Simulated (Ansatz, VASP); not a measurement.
**Mg in VASP and in Ansatz**

```xyz
2
Lattice="3.2997 0.0000 0.0000 -1.6499 2.8576 0.0000 0.0000 0.0000 4.9286" Properties=species:S:1:pos:R:3 pbc="T T T"
Mg    0.0000    1.9051    1.2322
Mg    1.6499    0.9525    3.6965
```

Alike in both runs: task single point; functional PBE; k mesh 18 × 18 × 10; occupations gaussian, width 0.15 eV; no spin polarisation.

|  | VASP | Ansatz |
| --- | --- | --- |
| version | VASP 6.6.1 | Ansatz 0.2.0 |
| potentials or method | VASP PAW PBE potentials, release 64 (Mg), cutoff 520 eV | scalar-relativistic, plane waves, PAW |
| valence electrons in the cell | 4 | 20 |

|  | VASP | Ansatz | Ansatz less VASP |
| --- | --- | --- | --- |
| gap on the k mesh at the Fermi level (eV) | none | none | - |
| pressure (GPa) | -0.3 | -0.2 | +0.12 |
| traceless stress, the component that is largest in VASP (GPa) | 2.63 | 2.63 | +0.001 |

A gap of «none» marks a metal or a gap that the smearing closes. VASP's potentials hold 4 valence electrons a cell and Ansatz's 20, so a difference there can come from the potentials and not from the codes.
